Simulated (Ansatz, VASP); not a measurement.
# Mo in VASP and in Ansatz

```
Mo
1.0
    -1.29506    1.29506    1.29506
     1.29506   -1.29506    1.29506
     1.29506    1.29506   -1.29506
Mo
1
Direct
  0.00000 0.00000 0.00000
```

Change from the starting cell: volume scaled by 0.55, LAPW.

Alike in both runs: task single point; functional PBE; k mesh 17 × 17 × 17; occupations fermi-dirac, width 0.08 eV; no spin polarisation.

|  | VASP | Ansatz |
| --- | --- | --- |
| version | VASP 6.6.1 | Ansatz 0.2.0 |
| potentials or method | VASP PAW PBE potentials, release 64 (Mo_sv), cutoff 520 eV | all-electron LAPW, scalar-relativistic |

|  | VASP | Ansatz | Ansatz less VASP |
| --- | --- | --- | --- |
| pressure (GPa) | 509.7 | 499.7 | -9.99 |

Both programs put the cell under a high pressure, so it lies far from rest at this level. Ansatz ran all-electron here, and VASP with PAW potentials.

Noted on VASP's run: the cell as given lies far from equilibrium.
